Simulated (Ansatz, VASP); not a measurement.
Ni: VASP beside Ansatz

Contents of INCAR:

```
PREC     = Accurate       # precision mode
ENCUT    = 520            # plane-wave cutoff, eV
EDIFF    = 1E-7           # SCF threshold, eV
ISMEAR   = -1             # smearing method
SIGMA    = 0.08           # smearing width, eV
LREAL    = F              # projectors in reciprocal space
LASPH    = T              # aspherical terms in the spheres
NELM     = 150            # most SCF steps
ALGO     = Normal         # electronic algorithm
ISIF     = 2              # what is computed and relaxed
LWAVE    = F              # write WAVECAR
LCHARG   = F              # write CHGCAR
ISPIN    = 2              # spin polarisation
MAGMOM   = 1.5 1.5        # initial moments
LORBIT   = 11             # projections on sites
LMAXMIX  = 4              # l up to which the mixer works
NBANDS   = 21             # bands
```

File KPOINTS:

```
Automatic mesh
0
Gamma
  15 15 8
```

File POSCAR:

```
Ni
1.0
    2.4480228978      0.0000000000      0.0000000000
   -1.2240114489      2.1200500186      0.0000000000
    0.0000000000      0.0000000000      4.0728075700
Ni
2
Direct
    0.3333333333      0.6666666667      0.2500000000
    0.6666666667      0.3333333333      0.7500000000
```

Input for Ansatz:

```yaml
crystal:
  lattice:
    - [2.4480228978, 0.0, 0.0]
    - [-1.2240114489, 2.1200500186, 0.0]
    - [0.0, 0.0, 4.07280757]
  atoms:
    - { symbol: Ni, position: [0.3333333333, 0.6666666667, 0.25], spin: 1.5 }
    - { symbol: Ni, position: [0.6666666667, 0.3333333333, 0.75], spin: 1.5 }
magnetization:
  spin_polarized: true
kpoints:
  mp_grid: { grid: [15, 15, 8] }
scf:
  occupations: { method: fermi_dirac, width: 0.08 }
hamiltonian:
  xc: lda
  pseudopotentials: { kind: all_electron, lapw: { basis_error: 0.003 } }
output:
  forces: true
  stress: true
  eigenvalues: true
```

Alike in both runs: task single point; functional LDA; k mesh 15 × 15 × 8; occupations fermi-dirac, width 0.08 eV; collinear spin.

|  | VASP | Ansatz |
| --- | --- | --- |
| version | VASP 6.6.1 | Ansatz 0.2.0 |
| potentials or method | VASP PAW LDA potentials, release 64 (Ni), cutoff 520 eV | all-electron LAPW, scalar-relativistic |

VASP gave:

| Quantity | Value |
| --- | --- |
| pressure (GPa) | -10.7 |
| traceless stress, the component that is largest in VASP (GPa) | -2.33 |
| net moment per atom (μB) | 0.61 |
| size of the moment on the site where the two differ most (μB) | 0.61 |

Estimate Ansatz's values.

pressure (GPa): -10.8; traceless stress, the component that is largest in VASP (GPa): -2.28; net moment per atom (μB): 0.63; size of the moment on the site where the two differ most (μB): 0.65.

LDA's correlation is that of Perdew and Zunger in VASP and of Perdew and Wang (1992) in Ansatz. Site moments also hang on the region over which each program counts them. Ansatz ran all-electron here, and VASP with PAW potentials.
